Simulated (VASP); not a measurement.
## Cd2HgS3: single point with PBE

Crystal: Cd2HgS3.

```
CELL_PARAMETERS angstrom
4.20842 0.00000 0.00000
-2.10421 3.64460 0.00000
0.00000 0.00000 10.29015
ATOMIC_POSITIONS crystal
Cd 0.00000 0.00000 0.00202
Cd 0.66667 0.33333 0.33251
Hg 0.33333 0.66667 0.66595
S 0.00000 0.00000 0.75275
S 0.33333 0.66667 0.41363
S 0.66667 0.33333 0.08313
```

```yaml
Program: VASP 6.6.1
Task: single point
Functional: PBE
Potentials_or_basis: VASP PAW PBE potentials, release 64 (Cd, Hg, S)
Cutoff: 520 eV
k_mesh: 6 × 6 × 2
Occupations: gaussian, width 0.1 eV
Spin: no spin polarisation
Dipole_correction: no
Further_INCAR_settings: ALGO = Normal; EDIFF = 1e-06; NBANDS = 36
```

```
Pressure               : 0.3 GPa
Largest force          : 0.038 eV/Å
Band gap on the k mesh : 0.36 eV, direct
```

Forces on the atoms (eV/Å):
```
Cd   0.000  0.000  0.000
Cd   0.000  0.000  0.027
Hg   0.000  0.000 -0.017
S    0.000  0.000 -0.038
S    0.000  0.000  0.037
S    0.000  0.000 -0.008
```

Levels at points of the mesh, in eV from the valence-band top:
| k point | band 25 | band 26 | band 27 | band 28 | band 29 | band 30 |
| --- | --- | --- | --- | --- | --- | --- |
| (0.00, 0.00, 0.00) | -0.07 | 0.00 | 0.00 | 0.36 | 2.19 | 2.59 |
| (0.50, 0.00, 0.00) | -1.45 | -1.22 | -0.99 | 2.83 | 3.51 | 3.54 |
| (0.00, 0.00, 0.50) | -0.44 | -0.08 | -0.08 | 1.35 | 1.93 | 2.52 |
| (0.50, 0.00, 0.50) | -1.61 | -0.81 | -0.80 | 2.27 | 3.74 | 3.82 |

Wall time 70 s on 1 thread of Intel(R) Xeon(R) Platinum 8259CL CPU @ 2.50GHz (Skylake/Cascade Lake), on a shared host, peak memory 0.31 GiB.

Caveat: spin-orbit coupling is left out, which moves the levels of the heavy elements.
